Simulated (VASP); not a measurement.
# Ta2Si (P-3m1) in VASP: notebook

The runs below take Ta2Si through single point, relaxation of cell and atoms, with PBEsol.

All numbers are computed with VASP 6.6.1; they aren't measurements. Logs are shortened: lines on timing, memory, paths and dates and some standing lists are left out, and cuts for length are marked.

## 1. The cell of the first run

The structure is trigonal, space group P-3m1 (No. 164). The conventional cell has a = 3.271 Å, b = 3.271 Å, c = 5.200 Å, α = 90.00°, β = 90.00°, γ = 120.00°. Within 3.0 Å of Ta (site symmetry 3m) lie 3 Si at 2.30 Å. Within 3.0 Å of Si (site symmetry -3m) lie 6 Ta at 2.30 Å.

## 2. Single point, PBEsol

The input, INCAR:

```
SYSTEM = Ta2Si
  PREC = Accurate
  ENCUT = 520
  EDIFF = 1E-6
  ISMEAR = 0
  SIGMA = 0.1
  LREAL = .FALSE.
  LASPH = .TRUE.
  NELM = 80
  ALGO = Fast
  ISIF = 2
  LWAVE = .FALSE.
  LCHARG = .FALSE.
  GGA = PS
  NBANDS = 20
```

The input, KPOINTS:

```
Automatic mesh
0
G
  6 6 4
  0 0 0
```

The input, POSCAR:

```
Ta2Si
1.0
    3.2705910857      0.0000000000      0.0000000000
   -1.6352955428      2.8324149656      0.0000000000
    0.0000000000      0.0000000000      5.1997666090
Ta Si
2 1
Direct
    0.3333333333      0.6666666667      0.2528761935
    0.6666666667      0.3333333333      0.7471238065
    0.0000000000      0.0000000000      0.0000000000
```

Potentials or basis: VASP PAW PBE potentials, release 64 (Ta_pv, Si).

On the command line:

```
$ cat potpaw_PBE.64/Ta_pv/POTCAR potpaw_PBE.64/Si/POTCAR > POTCAR
$ mpirun -np 1 vasp_std > vasp.out
```

OUTCAR:

```text
SYSTEM = Ta2Si
   PREC = Accurate
   ENCUT = 520
   EDIFF = 1E-6
   ISMEAR = 0
   LREAL = .FALSE.
   LASPH = .TRUE.
   NELM = 80
   ISIF = 2
   GGA = PS

 ion  position               nearest neighbor table
   1  0.333  0.667  0.253-   3 2.30   3 2.30   3 2.30   2 3.19   2 3.19   2 3.19   2 3.24   2 3.24
                             2 3.24
   2  0.667  0.333  0.747-   3 2.30   3 2.30   3 2.30   1 3.19   1 3.19   1 3.19   1 3.24   1 3.24
                             1 3.24
   3  0.000  0.000  0.000-   1 2.30   2 2.30   1 2.30   2 2.30   2 2.30   1 2.30

  LATTYP: Found a hexagonal cell.
 ALAT       =     3.2705910857
 C/A-ratio  =     1.5898553114

  Lattice vectors:

 A1 = (   3.2705910857,   0.0000000000,   0.0000000000)
 A2 = (  -1.6352955428,   2.8324149656,   0.0000000000)
 A3 = (   0.0000000000,   0.0000000000,   5.1997666090)

Analysis of symmetry for initial positions (statically):
=====================================================================
 Subroutine PRICEL returns:
 Original cell was already a primitive cell.

 Routine SETGRP: Setting up the symmetry group for a
 hexagonal supercell.

 Subroutine GETGRP returns: Found 12 space group operations
 (whereof 12 operations were pure point group operations)
 out of a pool of 24 trial point group operations.

The static configuration has the point symmetry D_3d.

Analysis of symmetry for dynamics (positions and initial velocities):
=====================================================================
 Subroutine PRICEL returns:
 Original cell was already a primitive cell.

 Routine SETGRP: Setting up the symmetry group for a
 hexagonal supercell.

 Subroutine GETGRP returns: Found 12 space group operations
 (whereof 12 operations were pure point group operations)
 out of a pool of 24 trial point group operations.

The dynamic configuration has the point symmetry D_3d.

 Subroutine INISYM returns: Found 12 space group operations
 (whereof 12 operations are pure point group operations),
 and found     1 'primitive' translations

----------------------------------------------------------------------------------------

                                     Primitive cell

  volume of cell :      48.1689

  direct lattice vectors                    reciprocal lattice vectors
     3.270591086  0.000000000  0.000000000     0.305755129  0.176527806  0.000000000
    -1.635295543  2.832414966  0.000000000     0.000000000  0.353055612  0.000000000
     0.000000000  0.000000000  5.199766609     0.000000000  0.000000000  0.192316324

  length of vectors
     3.270591086  3.270591086  5.199766609     0.353055612  0.353055612  0.192316324

  position of ions in fractional coordinates (direct lattice)
     0.333333333  0.666666667  0.252876194
     0.666666667  0.333333333  0.747123806
     0.000000000  0.000000000  0.000000000

  ion indices of the primitive-cell ions
   primitive index   ion index
                 1           1
                 2           2
                 3           3

----------------------------------------------------------------------------------------

 KPOINTS: Automatic mesh

Automatic generation of k-mesh.
 Grid dimensions read from file:
 generate k-points for:    6    6    4

 Generating k-lattice:

  Cartesian coordinates                     Fractional coordinates (reciprocal lattice)
     0.050959188  0.029421301  0.000000000     0.166666667 -0.000000000  0.000000000
     0.000000000  0.058842602  0.000000000     0.000000000  0.166666667  0.000000000
     0.000000000  0.000000000  0.048079081     0.000000000  0.000000000  0.250000000

  Length of vectors
     0.058842602  0.058842602  0.048079081

  Shift w.r.t. Gamma in fractional coordinates (k-lattice)
     0.000000000  0.000000000  0.000000000

 Subroutine IBZKPT returns following result:
 ===========================================

 Found     24 irreducible k-points:

 Following reciprocal coordinates:
            Coordinates               Weight
  0.000000  0.000000  0.000000      1.000000
  0.166667 -0.000000  0.000000      6.000000
  0.333333  0.000000  0.000000      6.000000
  0.500000  0.000000  0.000000      3.000000
  0.166667  0.166667  0.000000      6.000000
  0.333333  0.166667  0.000000     12.000000
[... 16 lines left out ...]
  0.333333  0.166667  0.500000     12.000000
  0.333333  0.333333  0.500000      2.000000
   k-points           NKPTS =     24   k-points in BZ     NKDIM =     24   number of bands    NBANDS=     20
   number of dos      NEDOS =    301   number of ions     NIONS =      3
   total plane-waves  NPLWV =  23040
   dimension x,y,z NGX =    24 NGY =   24 NGZ =   40
   dimension x,y,z NGXF=    48 NGYF=   48 NGZF=   80
   ions per type =               2   1
   NGX,Y,Z   is equivalent  to a cutoff of  12.20, 12.20, 12.79 a.u.
   NGXF,Y,Z  is equivalent  to a cutoff of  24.40, 24.40, 25.58 a.u.
 SYSTEM =  Ta2Si
   PREC   = accura    normal or accurate (medium, high low for compatibility)
   ISTART =      0    job   : 0-new  1-cont  2-samecut
   ICHARG =      2    charge: 1-file 2-atom 10-const
   ISPIN  =      1    spin polarized calculation?
   LNONCOLLINEAR =      F non collinear calculations
   LSORBIT =      F    spin-orbit coupling
   LASPH  =      T    aspherical Exc in radial PAW
   ENCUT  =  520.0 eV  38.22 Ry    6.18 a.u.   6.08  6.08  9.67*2*pi/ulx,y,z
   NELM   =     80;   NELMIN=  2; NELMDL= -5     # of ELM steps
   EDIFF  = 0.1E-05   stopping-criterion for ELM
   LREAL  =      F    real-space projection
   EDIFFG = 0.1E-04   stopping-criterion for IOM
   NSW    =      0    number of steps for IOM
   IBRION =     -1    ionic relax: 0-MD 1-quasi-New 2-CG
   NFREE  =      0    steps in history (QN), initial steepest desc. (CG)
   ISIF   =      2    stress and relaxation
   ISYM   =      2    0-nonsym 1-usesym 2-fastsym
   POTIM  = 0.5000    time-step for ionic-motion
   TEBEG  =    0.0;   TEEND  =   0.0 temperature during run
   PSTRESS=    0.0 pullay stress
   NELECT =      26.0000    total number of electrons
   NUPDOWN=      -1.0000    fix difference up-down
   EMIN   =  10.00;   EMAX   =-10.00  energy-range for DOS
   EFERMI =   0.00;   METHOD = LEGACY
   ISMEAR =     0;   SIGMA  =   0.10  broadening in eV -4-tet -1-fermi 0-gaus
   EFERMI_NEDOS =   21; number of points for ismear=-14 and -15
   IALGO  =     68    algorithm
   IMIX   =      4    mixing-type and parameters
     AMIX     =   0.40;   BMIX     =  1.00
     AMIX_MAG =   1.60;   BMIX_MAG =  1.00
  volume/ion in A,a.u.               =      16.06       108.35
  Fermi-wavevector in a.u.,A,eV,Ry     =   1.332939  2.518890 24.173831  1.776726
  Thomas-Fermi vector in A             =   2.461836
   LORBIT       =      0    0 simple, 1 ext, 2 COOP (PROOUT), +10 PAW based schemes
   GGA     = PS    functional components
   LHFCALC =     F    Hartree Fock is set to
   AEXX    =    0.0000 exact exchange contribution
   IVDW    =     0    specifies the selected vdW correction
   LEPSILON=     F    determine dielectric tensor
   LRPA    =     F    only Hartree local field effects (RPA)
 non-spin polarized calculation
 RMM-DIIS sequential band-by-band and
 Gauss-broadening in eV      SIGMA  =   0.10
  energy-cutoff  :      520.00
  volume of cell :       48.17
 maximum number of plane-waves:      1308
   NGX = 13   NGY = 13   NGZ = 19

 number of electron      25.9999998 magnetization

 Free energy of the ion-electron system (eV)
  ---------------------------------------------------
  ext. energy  EPLUGINS =         0.00000000
  ---------------------------------------------------
  free energy    TOTEN  =       -29.16234149 eV

  energy without entropy =      -29.15238068  energy(sigma->0) =      -29.15736109

 E-fermi :   6.7018     XC(G=0): -12.3837

 val. band max:        6.6948207866   @ k =   0.0000   0.0000   0.0000
 cond. band min:       6.7101633890   @ k =   0.5000   0.0000   0.2500
 fundamental gap:      0.0153426024
 Fermi energy:         6.7017883747

 k-point     1 :       0.0000    0.0000    0.0000
  band No.  band energies     occupation
      1     -27.5423      2.00000
      2     -27.0943      2.00000
      3     -27.0943      2.00000
      4     -27.0129      2.00000
      5     -27.0129      2.00000
      6     -26.9818      2.00000
[... 12 lines left out ...]
     19      11.4537      0.00000
     20      15.7138      0.00000

 k-point     2 :       0.1667   -0.0000    0.0000
  band No.  band energies     occupation
      1     -27.4966      2.00000
      2     -27.1851      2.00000
      3     -27.1242      2.00000
      4     -27.1077      2.00000
      5     -27.0269      2.00000
      6     -27.0028      2.00000
[... 12 lines left out ...]
     19      11.8205      0.00000
     20      16.2703      0.00000

 k-point     3 :       0.3333    0.0000    0.0000
  band No.  band energies     occupation
      1     -27.3992      2.00000
      2     -27.3604      2.00000
      3     -27.2803      2.00000
      4     -27.1804      2.00000
      5     -27.0638      2.00000
      6     -27.0577      2.00000
[... 12 lines left out ...]
     19      12.4192      0.00000
     20      14.0889      0.00000

 k-point     4 :       0.5000    0.0000    0.0000
  band No.  band energies     occupation
      1     -27.4709      2.00000
      2     -27.3687      2.00000
      3     -27.2944      2.00000
      4     -27.2074      2.00000
      5     -27.1207      2.00000
      6     -27.0740      2.00000
[... 429 lines left out ...]
 k-point    23 :       0.3333    0.1667    0.5000
  band No.  band energies     occupation
      1     -27.4654      2.00000
      2     -27.4414      2.00000
      3     -27.2270      2.00000
      4     -27.2153      2.00000
      5     -27.0947      2.00000
      6     -27.0919      2.00000
[... 12 lines left out ...]
     19      12.2225      0.00000
     20      12.5354      0.00000

 k-point    24 :       0.3333    0.3333    0.5000
  band No.  band energies     occupation
      1     -27.4130      2.00000
      2     -27.4130      2.00000
      3     -27.3393      2.00000
      4     -27.3047      2.00000
      5     -27.0823      2.00000
      6     -27.0823      2.00000
[... 12 lines left out ...]
     19      11.9952      0.00000
     20      11.9952      0.00000

------------------------ aborting loop because EDIFF is reached ----------------------------------------

  FORCE on cell =-STRESS in cart. coord.  units (eV):
  Direction    XX          YY          ZZ          XY          YZ          ZX
  --------------------------------------------------------------------------------------
  -------------------------------------------------------------------------------------
  Total       10.3047746     10.3047746      8.5309521      0.0000000     -0.0000000     -0.0000000
  in kB      342.7536577    342.7536577    283.7534209      0.0000000     -0.0000000     -0.0000000
  external PRESSURE =     323.0869121 kB  Pullay stress =       0.0000000 kB

 VOLUME and BASIS-vectors are now :
 -----------------------------------------------------------------------------
  energy-cutoff  :      520.00
  volume of cell :       48.17
      direct lattice vectors                 reciprocal lattice vectors
     3.270591086  0.000000000  0.000000000     0.305755129  0.176527806  0.000000000
    -1.635295543  2.832414966  0.000000000     0.000000000  0.353055612  0.000000000
     0.000000000  0.000000000  5.199766609     0.000000000  0.000000000  0.192316324

 POSITION                                       TOTAL-FORCE (eV/Angst)
 -----------------------------------------------------------------------------------
     -0.00000      1.88828      1.31490        -0.000000      0.000000      5.604175
      1.63530      0.94414      3.88487         0.000000     -0.000000     -5.604175
      0.00000      0.00000      0.00000         0.000000      0.000000      0.000000
 -----------------------------------------------------------------------------------
    total drift:                                0.000000     -0.000000      0.000000

  FREE ENERGIE OF THE ION-ELECTRON SYSTEM (eV)
  ---------------------------------------------------
  free  energy   TOTEN  =       -29.1623414885 eV

  energy  without entropy=      -29.1523806838  energy(sigma->0) =      -29.15736109
```

Run time: 8.9 s. Hardware: 1 thread of Intel Xeon 6975P-C (Granite Rapids), shared host; peak memory 0.16 GiB.

Results:

```
Free energy            : -29.1623 eV
Pressure               : 32.3 GPa
Largest force          : 5.604 eV/Å
Band gap on the k mesh : zero (bands 13 and 14 overlap by 0.79 eV)
```

Forces in eV/Å, atoms in the order of the input:
```
Ta   0.000  0.000  5.604
Ta   0.000  0.000 -5.604
Si   0.000  0.000  0.000
```

Caveat: the k points lie up to 0.37 Å⁻¹ apart, too coarse for converged energies and pressures of a metal; the PAW data sets were made with another functional, which shifts forces and pressure a little; spin-orbit coupling is left out, which moves the levels of the heavy elements.

[end of part 1 of 2]

The gap in the log of VASP goes by the Fermi energy; the results here count the filled bands.